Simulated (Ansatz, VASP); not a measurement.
Ta: VASP beside Ansatz

```
Ta
1.0
     3.51371    2.02864    7.08568
    -3.51371    2.02864    7.08568
     0.00000   -4.05728    7.08568
Ta
12
Direct
  0.03086 0.62907 0.03086
  0.03086 0.03086 0.62907
  0.62907 0.03086 0.03086
  0.96914 0.37093 0.96914
  0.37093 0.96914 0.96914
  0.96914 0.96914 0.37093
  0.22818 0.61940 0.22818
  0.22818 0.22818 0.61940
  0.61940 0.22818 0.22818
  0.77182 0.38060 0.77182
  0.38060 0.77182 0.77182
  0.77182 0.77182 0.38060
```

Alike in both runs: functional r2SCAN; k mesh 3 × 3 × 3; occupations gaussian, width 0.1 eV; no spin polarisation.

Ansatz relaxed the structure, and its values are those at the end. VASP's run is a single point on that final structure, the one shown.

```csv
,VASP,Ansatz
version,VASP 6.6.1,Ansatz 0.2.0
potentials or method,"VASP PAW PBE potentials, release 64 (Ta_pv), cutoff 550 eV","scalar-relativistic, plane waves, PAW"
valence electrons in the cell,132,156
```

VASP gave:

```
gap on the k mesh at the Fermi level (eV) : none
pressure (GPa)                            : 0.4
rms of the force components (eV/Å)        : 0.021
```

Estimate Ansatz's values.

gap on the k mesh at the Fermi level (eV): none; pressure (GPa): 0.1; rms of the force components (eV/Å): 0.015.

VASP's potentials were made for PBE, not for r2SCAN. A gap of «none» marks a metal or a gap that the smearing closes. With one functional, cell and mesh, what is left measures potentials, basis and numerics. VASP's potentials hold 132 valence electrons a cell and Ansatz's 156, so a difference there can come from the potentials and not from the codes.

Neither program's run includes spin-orbit coupling.
